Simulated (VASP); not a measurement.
In3Sb2As, 12 atoms in the cell. It takes space group P6_3mc (No. 186, hexagonal). Conventional cell: a = 4.578 Å, b = 4.578 Å, c = 22.590 Å, α = 90.00°, β = 90.00°, γ = 120.00°. In (site symmetry 3m) has 1 As at 2.69 Å and 3 Sb at 2.84 Å within 3.6 Å. Within 3.7 Å of In (site symmetry 3m) lie 4 Sb at 2.83 to 2.87 Å. Within 3.6 Å of In (site symmetry 3m) lie 3 As at 2.76 Å and 1 Sb at 2.89 Å. Within 3.7 Å of Sb (site symmetry 3m) lie 4 In at 2.84 to 2.87 Å. Sb (site symmetry 3m) has 4 In at 2.83 to 2.89 Å within 3.7 Å. Within 3.6 Å of As (site symmetry 3m) lie 4 In at 2.69 to 2.76 Å. 

```yaml
Program: VASP 6.6.1
Task: single point
Functional: PBE
Potentials_or_basis: VASP PAW PBE potentials, release 64 (In_d, Sb, As)
Cutoff: 520 eV
k_mesh: 6 × 6 × 1
Occupations: gaussian, width 0.1 eV
Spin: no spin polarisation
Dipole_correction: no
Further_INCAR_settings: ALGO = Normal; EDIFF = 1e-07; NBANDS = 66
```

Potentials or basis: VASP PAW PBE potentials, release 64 (In_d, Sb, As).

The run is started by

```console
$ cat potpaw_PBE.64/In_d/POTCAR potpaw_PBE.64/Sb/POTCAR potpaw_PBE.64/As/POTCAR > POTCAR
$ mpirun -np 1 vasp_std > vasp.out
```

Hardware: 1 thread of Intel(R) Xeon(R) Platinum 8488C (Sapphire Rapids), on a shared host.

Question: How long does it take, and how much memory?

Answer: Wall time 4 min on 1 thread of Intel(R) Xeon(R) Platinum 8488C (Sapphire Rapids) (shared host), peak memory 0.57 GiB. Counts: scf iterations 19, k points 7.
